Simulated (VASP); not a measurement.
**AlN: electric field gradients with PBE**

Crystal: AlN.

```xyz
2
Lattice="0.0000 1.9780 1.9780 1.9780 0.0000 1.9780 1.9780 1.9780 0.0000" Properties=species:S:1:pos:R:3 pbc="T T T"
Al    0.0000    0.0000    0.0000
N     1.9780    1.9780    1.9780
```

* Program: VASP 6.6.1
* Task: electric field gradients
* Functional: PBE
* Potentials or basis: VASP PAW PBE potentials, release 64 (Al, N)
* Cutoff: 520 eV
* k mesh: 13 × 13 × 13
* Occupations: fermi-dirac, width 0.02 eV
* Spin: no spin polarisation
* Dipole correction: no
* Further INCAR settings: ALGO = Normal; EDIFF = 1e-08; NBANDS = 11

```json
{"Pressure": "25.2 GPa", "Band gap on the k mesh": "5.24 eV (least direct gap 6.66 eV)", "Largest electric field gradient by atom": "zero within the noise of the run"}
```

Levels at points of the mesh, in eV from the valence-band top:
```tsv
k point	band 1	band 2	band 3	band 4	band 5	band 6	band 7	band 8	band 9
(0.00, 0.00, 0.00)	-18.16	0.00	0.00	0.00	6.66	12.38	12.38	12.38	17.70
```

It took 6.8 s on 1 thread of Intel(R) Xeon(R) 6975P-C (Granite Rapids) (shared host), peak memory 0.13 GiB.

Caveat: the cell stands under pressure; an odd mesh through Γ misses points on the zone boundary, where band edges can lie.
